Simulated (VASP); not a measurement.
# TiSi16 (a cell with a defect): single point with PBE

TiSi16 (a cell with a defect):

```
CELL_PARAMETERS angstrom
0.00000 5.43000 5.43000
5.43000 0.00000 5.43000
5.43000 5.43000 0.00000
ATOMIC_POSITIONS crystal
Si 0.98738 0.03886 0.98726
Si 0.12657 0.13792 0.12639
Si 0.01020 0.99107 0.49970
Si 0.12659 0.13791 0.60981
Si 0.00711 0.51539 0.00693
Si 0.11004 0.67105 0.10974
Si 0.00693 0.51558 0.47113
Si 0.14957 0.61865 0.61617
Si 0.49981 0.99051 0.01047
Si 0.61017 0.13724 0.12666
Si 0.49987 0.99045 0.49994
Si 0.63992 0.08054 0.64014
Si 0.47130 0.51461 0.00725
Si 0.61621 0.61799 0.15003
Si 0.51537 0.45333 0.51598
Si 0.61622 0.61801 0.61637
Ti 0.85228 0.44387 0.85224
```

```json
{
 "Program": "VASP 6.6.1",
 "Task": "single point",
 "Functional": "PBE",
 "Potentials or basis": "VASP PAW PBE potentials, release 64 (Si, Ti_sv)",
 "Cutoff": "520 eV",
 "k mesh": "2 × 2 × 2",
 "Occupations": "gaussian, width 0.02 eV",
 "Spin": "no spin polarisation",
 "Dipole correction": "no",
 "Further INCAR settings": "LREAL = Auto; ALGO = Normal; EDIFF = 1e-06; NBANDS = 52"
}
```

- Pressure: 4.0 GPa
- Largest force: 2.084 eV/Å
- Band gap on the k mesh: zero (bands 38 and 39 overlap by 0.32 eV)

Forces on the atoms (eV/Å):
```
Si  -0.068  0.069 -0.071
Si   0.080 -0.046  0.079
Si   0.097 -0.098  0.044
Si   0.046 -0.081  0.080
Si   0.103 -0.216  0.110
Si   0.006 -0.005  0.003
Si   0.219 -0.103  0.107
Si   0.112 -0.111 -0.029
Si   0.046 -0.099  0.099
Si   0.081 -0.082  0.048
Si   0.099 -0.047  0.101
Si   0.108 -0.109  0.107
Si   0.102 -0.106  0.213
Si  -0.026 -0.112  0.112
Si   0.084 -0.086  0.085
Si   0.112  0.026  0.113
Ti  -1.202  1.208 -1.201
```

Stress tensor (GPa, compression positive):
```
 3.97  0.40 -0.41
 0.40  3.97  0.40
-0.41  0.40  3.95
```

Levels at points of the mesh, in eV from the Fermi level:
| k point | band 35 | band 36 | band 37 | band 38 | band 39 | band 40 | band 41 | band 42 |
| --- | --- | --- | --- | --- | --- | --- | --- | --- |
| (0.00, 0.00, 0.00) | -1.11 | -0.84 | -0.61 | -0.31 | -0.31 | -0.01 | -0.01 | 0.15 |
| (0.50, 0.00, 0.00) | -1.36 | -1.34 | -0.18 | 0.00 | 0.14 | 0.42 | 0.60 | 0.75 |
| (0.00, 0.50, 0.00) | -1.35 | -1.35 | -0.31 | -0.18 | -0.18 | 0.66 | 0.66 | 0.82 |
| (0.00, 0.00, 0.50) | -1.36 | -1.34 | -0.18 | 0.00 | 0.14 | 0.42 | 0.60 | 0.75 |
| (0.50, 0.50, 0.50) | -1.36 | -1.34 | -0.18 | 0.00 | 0.14 | 0.42 | 0.60 | 0.75 |
| (0.50, 0.50, 0.00) | -1.94 | -1.80 | -0.43 | 0.01 | 0.40 | 0.79 | 1.08 | 1.11 |
| (0.00, 0.50, 0.50) | -1.94 | -1.81 | -0.43 | 0.01 | 0.40 | 0.79 | 1.08 | 1.11 |
| (0.50, 0.00, 0.50) | -1.94 | -1.80 | -0.43 | 0.01 | 0.40 | 0.79 | 1.08 | 1.11 |

It took 2.3 min on 1 thread of AMD EPYC 9R45 96-Core Processor (Zen 5), with other jobs on the host, peak memory 0.47 GiB.

Caveat: the k points lie up to 0.50 Å⁻¹ apart.
